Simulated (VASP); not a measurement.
Crystal: Bi.

```
CELL_PARAMETERS angstrom
3.48860 -3.13258 0.00000
3.48860 3.13258 0.00000
-1.26023 0.00000 3.11355
ATOMIC_POSITIONS crystal
Bi 0.24694 0.24694 0.14262
Bi 0.75306 0.75306 0.85738
```

Program: VASP 6.6.1. Alike in all runs: task single point; no spin polarisation; cell as given; cutoff (eV) 500.

Question: Order these runs on this cell by their pressure, lowest first.
A. level PBE; potentials or basis VASP PAW PBE potentials, release 64 (Bi_d); k mesh 3 × 3 × 4; smearing gaussian 0.1 eV
B. level LDA; potentials or basis VASP PAW LDA potentials, release 64 (Bi_d); k mesh 2 × 2 × 2; smearing gaussian 0.1 eV
C. level revPBE; potentials or basis VASP PAW PBE potentials, release 64 (Bi_d); k mesh 2 × 2 × 3; smearing tetrahedron
D. level PBE; potentials or basis VASP PAW PBE potentials, release 64 (Bi_d); k mesh 1 × 4 × 4; smearing gaussian 0.1 eV

Answer: B (-5.2 GPa), A (0.5 GPa), C (3.0 GPa), D (6.7 GPa).

Caveats: all runs use coarse meshes; the PAW data sets were made with another functional, which shifts forces and pressure a little (some runs).
